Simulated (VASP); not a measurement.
Ga: relaxation of cell and atoms with PBE

The system is Ga.

```xyz
4
Lattice="2.9475 0.0000 0.0000 -1.4738 2.5526 0.0000 0.0000 0.0000 10.0360" Properties=species:S:1:pos:R:3 pbc="T T T"
Ga    0.0000    1.7018    1.1621
Ga    1.4738    0.8509    6.1800
Ga    0.0000    1.7018    3.8559
Ga    1.4738    0.8509    8.8739
```

This isn't the form of Ga at room conditions, which is orthorhombic.

```json
{
  "Program": "VASP 6.6.1",
  "Task": "relaxation of cell and atoms",
  "Functional": "PBE",
  "Potentials or basis": "VASP PAW PBE potentials, release 64 (Ga_d)",
  "Cutoff": "600 eV",
  "k mesh": "18 × 18 × 6",
  "Occupations": "gaussian, width 0.1 eV",
  "Spin": "no spin polarisation",
  "Dipole correction": "no",
  "Further INCAR settings": "ALGO = Normal; EDIFF = 1e-06; IBRION = 2; EDIFFG = -0.01; NSW = 100; ISIF = 3"
}
```

```json
{
 "Relaxed volume": "19.14 Å³/atom",
 "Relaxed cell": "a = 2.909 Å, b = 2.909 Å, c = 10.450 Å, α = 90.00°, β = 90.00°, γ = 120.00°",
 "Space group after relaxing (to 0.1 Å)": "P6_3/mmc (No. 194)",
 "Energy gained by relaxing": "6.6 meV/atom",
 "Ionic steps": "24",
 "Pressure after relaxing": "0.0 GPa",
 "Band gap on the k mesh": "zero (bands 26 and 27 overlap by 4.58 eV)"
}
```

Forces on the atoms (eV/Å):
```
Ga   0.000  0.000 -0.003
Ga   0.000  0.000 -0.003
Ga   0.000  0.000  0.003
Ga   0.000  0.000  0.003
```

The path:
| step | energy change (eV) | largest force (eV/Å) | pressure (GPa) | volume (Å³) |
| --- | --- | --- | --- | --- |
| 1 | 0.0000 | 0.1579 | 1.11 | 75.51 |
| 2 | -0.0100 | 0.0853 | 0.07 | 76.95 |
| 3 | -0.0103 | 0.0432 | -0.58 | 77.94 |
| 4 | -0.0108 | 0.0593 | -0.39 | 77.56 |
| 5 | -0.0135 | 0.0362 | -0.25 | 77.32 |
| 6 | -0.0208 | 0.0116 | 0.01 | 76.57 |
| 7 | -0.0146 | 0.1447 | 1.05 | 75.05 |
| 8 | -0.0234 | 0.0488 | 0.30 | 76.11 |
| 9 | -0.0254 | 0.0419 | 0.18 | 76.21 |
| 10 | -0.0256 | 0.0388 | 0.16 | 76.27 |
| 11 | -0.0256 | 0.0379 | 0.12 | 76.26 |
| 12 | -0.0256 | 0.0382 | 0.17 | 76.25 |
| 13 | -0.0260 | 0.0265 | 0.20 | 76.42 |
| 14 | -0.0259 | 0.0080 | -0.20 | 76.93 |
| 15 | -0.0262 | 0.0093 | -0.22 | 76.68 |
| 16 | -0.0261 | 0.0187 | 0.19 | 76.55 |
| 17 | -0.0262 | 0.0116 | -0.15 | 76.63 |
| 18 | -0.0262 | 0.0158 | 0.04 | 76.59 |
| 19 | -0.0262 | 0.0131 | -0.03 | 76.61 |
| 20 | -0.0262 | 0.0125 | -0.02 | 76.62 |
| 21 | -0.0262 | 0.0063 | -0.11 | 76.58 |
| 22 | -0.0262 | 0.0081 | 0.04 | 76.51 |
| 23 | -0.0263 | 0.0002 | 0.14 | 76.55 |
| 24 | -0.0263 | 0.0029 | 0.04 | 76.56 |

Final structure:
```
Ga
1.0
     2.90854    0.00000    0.00000
    -1.45427    2.51887    0.00000
     0.00000    0.00000   10.45048
Ga
4
Direct
  0.33333 0.66667 0.11946
  0.66667 0.33333 0.61946
  0.33333 0.66667 0.38054
  0.66667 0.33333 0.88054
```

Levels at points of the mesh, in eV from the Fermi level:
| k point | band 24 | band 25 | band 26 | band 27 | band 28 | band 29 |
| --- | --- | --- | --- | --- | --- | --- |
| (0.00, 0.00, 0.00) | -6.00 | -4.24 | 1.81 | 2.26 | 10.05 | 10.80 |
| (0.50, 0.00, 0.00) | -3.38 | -3.36 | -2.77 | -0.19 | -0.14 | 1.05 |
| (0.00, 0.00, 0.50) | -7.76 | -1.77 | -1.77 | 6.42 | 6.42 | 11.09 |
| (0.50, 0.00, 0.50) | -4.10 | -2.10 | -2.10 | -1.33 | -1.33 | 3.20 |

Run time: 30 min on 1 thread of Intel(R) Xeon(R) 6975P-C (Granite Rapids) (shared host), peak memory 0.47 GiB.
